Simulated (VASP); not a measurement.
# Zr3H in VASP: notebook

Zr3H is run at these levels: PBE; tasks: single point.

Everything below comes from runs of VASP 6.6.1. Logs are shortened: lines on timing, memory, paths and dates and some standing lists are left out, and cuts for length are marked.

## 1. The cell of the first run

Symmetry: C2, No. 5, monoclinic system. The conventional cell has a = 9.340 Å, b = 5.867 Å, c = 5.230 Å, α = 90.00°, β = 90.13°, γ = 90.00°. Zr (site symmetry 2) has 2 H at 2.20 Å within 2.9 Å. Within 2.8 Å of Zr (site symmetry 1) lie 2 H at 2.14 to 2.24 Å. Zr (site symmetry 2) has 2 H at 2.21 Å within 2.9 Å. Zr (site symmetry 1) has 2 H at 2.19 to 2.93 Å and 12 Zr at 3.02 to 3.43 Å within 3.5 Å. H (site symmetry 1) has 5 Zr at 2.14 to 2.24 Å within 2.8 Å.

## 2. Single point, PBE

Input file INCAR:

```
SYSTEM = Zr3H
PREC     = Accurate       ! precision mode
ENCUT    = 520            ! plane-wave cutoff, eV
EDIFF    = 1E-6           ! SCF threshold, eV
ISMEAR   = 0              ! smearing method
SIGMA    = 0.1            ! smearing width, eV
LREAL    = .False.        ! projectors in reciprocal space
LASPH    = .True.         ! aspherical terms in the spheres
NELM     = 80             ! most SCF steps
ALGO     = Normal         ! electronic algorithm
ISIF     = 2              ! what is computed and relaxed
LWAVE    = .False.        ! write WAVECAR
LCHARG   = .False.        ! write CHGCAR
GGA      = PE             ! functional
NBANDS   = 47             ! bands
```

Input file KPOINTS:

```
regular mesh
0
Gamma
  6 6 6
  0 0 0
```

Input file POSCAR:

```
Zr3H
1.0
    4.6699354501     -2.9337027792     -0.0021435348
    4.6699354501      2.9337027792     -0.0021435348
   -0.0096524679      0.0000000000      5.2304854500
Zr H
6 2
Direct
    0.3747317692      0.6252682308      0.5000000000
    0.9771176943      0.6898917339      0.9906418692
    0.3101082661      0.0228823057      0.0093581308
    0.6543202141      0.3456797859      0.0000000000
    0.7181516052      0.9493725017      0.4913057879
    0.0506274983      0.2818483948      0.5086942121
    0.2956722340      0.3758287841      0.7863133606
    0.6241712159      0.7043277660      0.2136866394
```

Potentials or basis: VASP PAW PBE potentials, release 64 (Zr_sv, H).

Started as:

```sh
> cat potpaw_PBE.64/Zr_sv/POTCAR potpaw_PBE.64/H/POTCAR > POTCAR
> mpirun -np 1 vasp_std > vasp.out
```

OUTCAR:

```text
SYSTEM = Zr3H
   PREC = Accurate
   ENCUT = 520
   EDIFF = 1E-6
   ISMEAR = 0
   LREAL = .False.
   LASPH = .True.
   NELM = 80
   ISIF = 2
   GGA = PE

 ion  position               nearest neighbor table
   1  0.375  0.625  0.500-   7 2.20   8 2.20   4 3.09   4 3.09   6 3.12   5 3.12   6 3.27   5 3.27
                             3 3.30   2 3.30   3 3.37   2 3.37   5 3.37   6 3.37
   2  0.977  0.690  0.991-   7 2.14   8 2.24   5 3.02   5 3.03   3 3.11   4 3.12   4 3.27   6 3.28
                             1 3.30   3 3.32   3 3.32   1 3.37   4 3.38   6 3.43
   3  0.310  0.023  0.009-   8 2.14   7 2.24   6 3.02   6 3.03   2 3.11   4 3.12   4 3.27   5 3.28
                             1 3.30   2 3.32   2 3.32   1 3.37   4 3.38   5 3.43
   4  0.654  0.346  0.000-   7 2.21   8 2.21   1 3.09   1 3.09   3 3.12   2 3.12   3 3.27   2 3.27
                             5 3.29   6 3.29   5 3.36   6 3.36   3 3.38   2 3.38
   5  0.718  0.949  0.491-   8 2.19   2 3.02   2 3.03   6 3.11   1 3.12   1 3.27   3 3.28   4 3.29
                             6 3.33   6 3.33   4 3.36   1 3.37   3 3.43
   6  0.051  0.282  0.509-   7 2.19   3 3.02   3 3.03   5 3.11   1 3.12   1 3.27   2 3.28   4 3.29
                             5 3.33   5 3.33   4 3.36   1 3.37   2 3.43
   7  0.296  0.376  0.786-   2 2.14   6 2.19   1 2.20   4 2.21   3 2.24
   8  0.624  0.704  0.214-   3 2.14   5 2.19   1 2.20   4 2.21   2 2.24

  LATTYP: Found a base centered monoclinic cell.
 ALAT       =     9.3398718841
 B/A-ratio  =     0.6282104970
 C/A-ratio  =     0.5600177841
 COS(beta)  =    -0.0023044281

  Lattice vectors:

 A1 = (   4.6699354501,  -2.9337027792,  -0.0021435348)
 A2 = (   4.6699354501,   2.9337027792,  -0.0021435348)
 A3 = (  -0.0096524679,   0.0000000000,   5.2304854500)

Analysis of symmetry for initial positions (statically):
=====================================================================
 Subroutine PRICEL returns:
 Original cell was already a primitive cell.

 Routine SETGRP: Setting up the symmetry group for a
 base centered monoclinic supercell.

 Subroutine GETGRP returns: Found  2 space group operations
 (whereof  2 operations were pure point group operations)
 out of a pool of  4 trial point group operations.

The static configuration has the point symmetry C_2 .

Analysis of symmetry for dynamics (positions and initial velocities):
=====================================================================
 Subroutine PRICEL returns:
 Original cell was already a primitive cell.

 Routine SETGRP: Setting up the symmetry group for a
 base centered monoclinic supercell.

 Subroutine GETGRP returns: Found  2 space group operations
 (whereof  2 operations were pure point group operations)
 out of a pool of  4 trial point group operations.

The dynamic configuration has the point symmetry C_2 .

 Subroutine INISYM returns: Found  2 space group operations
 (whereof  2 operations are pure point group operations),
 and found     1 'primitive' translations

----------------------------------------------------------------------------------------

                                     Primitive cell

  volume of cell :     143.3173

  direct lattice vectors                    reciprocal lattice vectors
     4.669935450 -2.933702779 -0.002143535     0.107067952 -0.170433080  0.000197586
     4.669935450  2.933702779 -0.002143535     0.107067952  0.170433080  0.000197586
    -0.009652468  0.000000000  5.230485450     0.000087756  0.000000000  0.191187005

  length of vectors
     5.514971777  5.514971777  5.230494356     0.201273496  0.201273496  0.191187025

  position of ions in fractional coordinates (direct lattice)
     0.374731769  0.625268231  0.500000000
     0.977117694  0.689891734  0.990641869
     0.310108266  0.022882306  0.009358131
     0.654320214  0.345679786  1.000000000
     0.718151605  0.949372502  0.491305788
     0.050627498  0.281848395  0.508694212
     0.295672234  0.375828784  0.786313361
     0.624171216  0.704327766  0.213686639

  ion indices of the primitive-cell ions
   primitive index   ion index
                 1           1
                 2           2
                 3           3
                 4           4
                 5           5
                 6           6
                 7           7
                 8           8

----------------------------------------------------------------------------------------

 KPOINTS: regular mesh

Automatic generation of k-mesh.
 Grid dimensions read from file:
 generate k-points for:    6    6    6

 Generating k-lattice:

  Cartesian coordinates                     Fractional coordinates (reciprocal lattice)
     0.017844659 -0.028405513  0.000032931     0.166666667 -0.000000000  0.000000000
     0.017844659  0.028405513  0.000032931    -0.000000000  0.166666667  0.000000000
     0.000014626  0.000000000  0.031864501     0.000000000  0.000000000  0.166666667

  Length of vectors
     0.033545583  0.033545583  0.031864504

  Shift w.r.t. Gamma in fractional coordinates (k-lattice)
     0.000000000  0.000000000  0.000000000

 Subroutine IBZKPT returns following result:
 ===========================================

 Found     68 irreducible k-points:

 Following reciprocal coordinates:
            Coordinates               Weight
  0.000000  0.000000  0.000000      1.000000
  0.166667  0.000000 -0.000000      4.000000
  0.333333  0.000000 -0.000000      4.000000
  0.500000 -0.000000  0.000000      2.000000
  0.166667  0.166667 -0.000000      2.000000
  0.333333  0.166667  0.000000      4.000000
[... 16 lines left out ...]
 -0.333333  0.166667  0.166667      4.000000
 -0.166667  0.166667  0.166667      4.000000
 [... further k-points ...]
   k-points           NKPTS =     68   k-points in BZ     NKDIM =     68   number of bands    NBANDS=     47
   number of dos      NEDOS =    301   number of ions     NIONS =      8
   total plane-waves  NPLWV =  70560
   dimension x,y,z NGX =    42 NGY =   42 NGZ =   40
   dimension x,y,z NGXF=    84 NGYF=   84 NGZF=   80
   ions per type =               6   2
   NGX,Y,Z   is equivalent  to a cutoff of  12.66, 12.66, 12.71 a.u.
   NGXF,Y,Z  is equivalent  to a cutoff of  25.32, 25.32, 25.43 a.u.
 SYSTEM =  Zr3H
   PREC   = accura    normal or accurate (medium, high low for compatibility)
   ISTART =      0    job   : 0-new  1-cont  2-samecut
   ICHARG =      2    charge: 1-file 2-atom 10-const
   ISPIN  =      1    spin polarized calculation?
   LNONCOLLINEAR =      F non collinear calculations
   LSORBIT =      F    spin-orbit coupling
   LASPH  =      T    aspherical Exc in radial PAW
   ENCUT  =  520.0 eV  38.22 Ry    6.18 a.u.  10.25 10.25  9.73*2*pi/ulx,y,z
   NELM   =     80;   NELMIN=  2; NELMDL= -5     # of ELM steps
   EDIFF  = 0.1E-05   stopping-criterion for ELM
   LREAL  =      F    real-space projection
   EDIFFG = 0.1E-04   stopping-criterion for IOM
   NSW    =      0    number of steps for IOM
   IBRION =     -1    ionic relax: 0-MD 1-quasi-New 2-CG
   NFREE  =      0    steps in history (QN), initial steepest desc. (CG)
   ISIF   =      2    stress and relaxation
   ISYM   =      2    0-nonsym 1-usesym 2-fastsym
   POTIM  = 0.5000    time-step for ionic-motion
   TEBEG  =    0.0;   TEEND  =   0.0 temperature during run
   PSTRESS=    0.0 pullay stress
   NELECT =      74.0000    total number of electrons
   NUPDOWN=      -1.0000    fix difference up-down
   EMIN   =  10.00;   EMAX   =-10.00  energy-range for DOS
   EFERMI =   0.00;   METHOD = LEGACY
   ISMEAR =     0;   SIGMA  =   0.10  broadening in eV -4-tet -1-fermi 0-gaus
   EFERMI_NEDOS =   21; number of points for ismear=-14 and -15
   IALGO  =     38    algorithm
   IMIX   =      4    mixing-type and parameters
     AMIX     =   0.40;   BMIX     =  1.00
     AMIX_MAG =   1.60;   BMIX_MAG =  1.00
  volume/ion in A,a.u.               =      17.91       120.89
  Fermi-wavevector in a.u.,A,eV,Ry     =   1.313366  2.481902 23.469111  1.724931
  Thomas-Fermi vector in A             =   2.443694
   LORBIT       =      0    0 simple, 1 ext, 2 COOP (PROOUT), +10 PAW based schemes
   GGA     = PE    functional components
   LHFCALC =     F    Hartree Fock is set to
   AEXX    =    0.0000 exact exchange contribution
   IVDW    =     0    specifies the selected vdW correction
   LEPSILON=     F    determine dielectric tensor
   LRPA    =     F    only Hartree local field effects (RPA)
 non-spin polarized calculation
 Gauss-broadening in eV      SIGMA  =   0.10
  energy-cutoff  :      520.00
  volume of cell :      143.32
 maximum number of plane-waves:      3881
 NGX is ok and might be reduce to    42
   NGX = 21   NGY = 21   NGZ = 19

 number of electron      74.0000000 magnetization

 Free energy of the ion-electron system (eV)
  ---------------------------------------------------
  ext. energy  EPLUGINS =         0.00000000
  ---------------------------------------------------
  free energy    TOTEN  =       -58.86915721 eV

  energy without entropy =      -58.83130207  energy(sigma->0) =      -58.85022964

 E-fermi :   8.7950     XC(G=0): -11.1346

 val. band max:        8.7900623914   @ k =   0.1667   0.0000  -0.0000
 cond. band min:       8.7974298633   @ k =   0.1667   0.1667   0.3333
 fundamental gap:      0.0073674719
 Fermi energy:         8.7950377731

 k-point     1 :       0.0000    0.0000    0.0000
  band No.  band energies     occupation
      1     -39.9502      2.00000
      2     -39.8293      2.00000
      3     -39.8065      2.00000
      4     -39.7867      2.00000
      5     -39.7483      2.00000
      6     -39.7233      2.00000
[... 39 lines left out ...]
     46      10.6120      0.00000
     47      10.7612      0.00000

 k-point     2 :       0.1667    0.0000   -0.0000
  band No.  band energies     occupation
      1     -39.9417      2.00000
      2     -39.8337      2.00000
      3     -39.8053      2.00000
      4     -39.7925      2.00000
      5     -39.7498      2.00000
      6     -39.7215      2.00000
[... 39 lines left out ...]
     46      10.7310      0.00000
     47      10.9273      0.00000

 k-point     3 :       0.3333    0.0000   -0.0000
  band No.  band energies     occupation
      1     -39.9197      2.00000
      2     -39.8485      2.00000
      3     -39.8064      2.00000
      4     -39.7994      2.00000
      5     -39.7517      2.00000
      6     -39.7192      2.00000
[... 39 lines left out ...]
     46      11.1179      0.00000
     47      11.2229      0.00000

 k-point     4 :       0.5000   -0.0000    0.0000
  band No.  band energies     occupation
      1     -39.9012      2.00000
      2     -39.8640      2.00000
      3     -39.8113      2.00000
      4     -39.7975      2.00000
      5     -39.7526      2.00000
      6     -39.7185      2.00000
[... 939 lines left out ...]
     46      10.7858      0.00000
     47      11.5759      0.00000

 k-point    23 :      -0.3333    0.1667    0.1667
  band No.  band energies     occupation
      1     -39.9003      2.00000
      2     -39.8501      2.00000
      3     -39.8101      2.00000
      4     -39.8027      2.00000
      5     -39.7548      2.00000
      6     -39.7275      2.00000
[... 39 lines left out ...]
     46      11.2531      0.00000
     47      11.4085      0.00000

 k-point    24 :      -0.1667    0.1667    0.1667
  band No.  band energies     occupation
      1     -39.9208      2.00000
      2     -39.8402      2.00000
      3     -39.8060      2.00000
      4     -39.7977      2.00000
      5     -39.7530      2.00000
      6     -39.7274      2.00000
[... 39 lines left out ...]
     46      11.0454      0.00000
     47      11.1407      0.00000

 [... further k-points ...]

------------------------ aborting loop because EDIFF is reached ----------------------------------------

  FORCE on cell =-STRESS in cart. coord.  units (eV):
  Direction    XX          YY          ZZ          XY          YZ          ZX
  --------------------------------------------------------------------------------------
  -------------------------------------------------------------------------------------
  Total        0.0068034     -0.0173510      0.0203835      0.0000000      0.0000000      0.0039902
  in kB        0.0760565     -0.1939709      0.2278717      0.0000000      0.0000000      0.0446075
  external PRESSURE =       0.0366524 kB  Pullay stress =       0.0000000 kB

 VOLUME and BASIS-vectors are now :
 -----------------------------------------------------------------------------
  energy-cutoff  :      520.00
  volume of cell :      143.32
      direct lattice vectors                 reciprocal lattice vectors
     4.669935450 -2.933702779 -0.002143535     0.107067952 -0.170433080  0.000197586
     4.669935450  2.933702779 -0.002143535     0.107067952  0.170433080  0.000197586
    -0.009652468  0.000000000  5.230485450     0.000087756  0.000000000  0.191187005

 POSITION                                       TOTAL-FORCE (eV/Angst)
 -----------------------------------------------------------------------------------
      4.66511      0.73500      2.61310         0.000000      0.002003      0.000000
      7.77526     -0.84264      5.17796         0.000639      0.001306      0.003212
      1.55495     -0.84264      0.04823        -0.000639      0.001306     -0.003212
      4.66994     -0.90546     -0.00214         0.000000     -0.000325      0.000000
      7.78249      0.67833      2.56619         0.000915     -0.000878      0.001416
      1.54773      0.67833      2.66001        -0.000915     -0.000878     -0.001416
      3.12828      0.23516      4.11136        -0.000640     -0.001267     -0.001544
      6.20194      0.23516      1.11484         0.000640     -0.001267      0.001544
 -----------------------------------------------------------------------------------
    total drift:                                0.000000     -0.000147     -0.000000

  FREE ENERGIE OF THE ION-ELECTRON SYSTEM (eV)
  ---------------------------------------------------
  free  energy   TOTEN  =       -58.8691572100 eV

  energy  without entropy=      -58.8313020674  energy(sigma->0) =      -58.85022964
```

It took 7.5 min on 1 thread of Intel Xeon 6975P-C (Granite Rapids), shared host; peak memory 0.45 GiB.

What came out:

- Free energy: -58.8692 eV
- Pressure: 0.0 GPa
- Largest force: 0.004 eV/Å
- Band gap on the k mesh: zero (bands 37 and 38 overlap by 0.43 eV)

Forces in eV/Å, atoms in the order of the input:
```
Zr   0.000  0.002  0.000
Zr   0.001  0.001  0.003
Zr  -0.001  0.001 -0.003
Zr   0.000  0.000  0.000
Zr   0.001 -0.001  0.001
Zr  -0.001 -0.001 -0.001
H   -0.001 -0.001 -0.002
H    0.001 -0.001  0.002
```

Levels at points of the mesh, in eV from the Fermi level:
```tsv
k point	band 34	band 35	band 36	band 37	band 38	band 39	band 40	band 41
(0.00, 0.00, 0.00)	-0.87	-0.49	-0.14	0.22	0.33	0.53	0.72	0.94
(0.50, 0.00, 0.00)	-0.96	-0.81	-0.11	0.22	0.30	0.47	0.61	0.61
(0.50, 0.50, 0.00)	-0.89	-0.86	-0.61	-0.57	0.09	0.17	0.59	0.81
(0.00, 0.00, 0.50)	-1.10	-0.12	-0.12	0.02	0.04	0.13	0.16	0.50
(0.50, 0.00, 0.50)	-0.84	-0.72	-0.53	-0.34	-0.20	-0.07	0.05	1.02
(0.50, 0.50, 0.50)	-0.67	-0.60	-0.55	0.01	0.22	0.34	0.42	0.52
```

## 3. Single point, PBE

Input file INCAR:

```
SYSTEM = Zr3H
  PREC = Accurate
  ENCUT = 520
  EDIFF = 1E-7
  ISMEAR = 0
  SIGMA = 0.2
  LREAL = .FALSE.
  LASPH = .TRUE.
  NELM = 80
  ALGO = Normal
  ISIF = 2
  LWAVE = .FALSE.
  LCHARG = .TRUE.
  GGA = PE
  LELF = .TRUE.
  LVHAR = .TRUE.
  NBANDS = 47
```

Input file KPOINTS:

```
regular mesh
0
G
  4 6 6
  0 0 0
```

Input file POSCAR:

```
Zr3H
1.0
   -0.0057430033     -0.0006069495      5.2351128583
    5.5084889806      0.2027467593     -0.0061671681
   -2.5742159776      4.8740501142     -0.0015728844
Zr H
6 2
Direct
    0.0001430802      0.6265058982      0.6264090581
    0.4910153205      0.6902693381      0.0229334098
    0.5089505022      0.0228972577      0.6900227202
    0.5000613014      0.3464836611      0.3465512978
   -0.0080090114     -0.0488383205      0.2834587849
    0.0084188958      0.2834631269     -0.0486144069
    0.2852687180      0.3745218257      0.7037297496
    0.7141511933      0.7046972126      0.3755093863
```

Potentials or basis: VASP PAW PBE potentials, release 64 (Zr_sv, H).

Started as:

```sh
> cat potpaw_PBE.64/Zr_sv/POTCAR potpaw_PBE.64/H/POTCAR > POTCAR
> mpirun -np 1 vasp_std > vasp.out
```

Wall time 8.8 min (1 thread of Intel Xeon 6975P-C (Granite Rapids), shared host); peak memory 0.47 GiB.

It converged, with:

```
Free energy            : -58.9293 eV
Pressure               : 0.0 GPa
Largest force          : 0.007 eV/Å
Band gap on the k mesh : zero (bands 37 and 38 overlap by 0.43 eV)
```

Forces in eV/Å, atoms in the order of the input:
```
Zr  -0.003  0.000 -0.001
Zr  -0.003 -0.006  0.003
Zr  -0.005 -0.002 -0.002
Zr   0.003  0.001 -0.001
Zr   0.001 -0.001  0.001
Zr   0.001  0.001 -0.002
H    0.003  0.003  0.000
H    0.002  0.004  0.001
```

Levels at points of the mesh, in eV from the Fermi level:
| k point | band 35 | band 36 | band 37 | band 38 | band 39 | band 40 |
| --- | --- | --- | --- | --- | --- | --- |
| (0.00, 0.00, 0.00) | -0.49 | -0.15 | 0.22 | 0.33 | 0.51 | 0.70 |
| (0.50, 0.00, 0.00) | -0.14 | -0.12 | 0.00 | 0.03 | 0.12 | 0.14 |
| (0.00, 0.50, 0.00) | -0.82 | -0.12 | 0.22 | 0.29 | 0.46 | 0.59 |
| (0.50, 0.50, 0.00) | -0.73 | -0.54 | -0.35 | -0.21 | -0.08 | 0.03 |
| (0.00, 0.00, 0.50) | -0.82 | -0.12 | 0.21 | 0.29 | 0.46 | 0.60 |
| (0.50, 0.00, 0.50) | -0.72 | -0.55 | -0.34 | -0.22 | -0.09 | 0.04 |
| (0.00, 0.50, 0.50) | -0.87 | -0.63 | -0.57 | 0.09 | 0.17 | 0.58 |
| (0.50, 0.50, 0.50) | -0.60 | -0.56 | 0.01 | 0.21 | 0.33 | 0.41 |
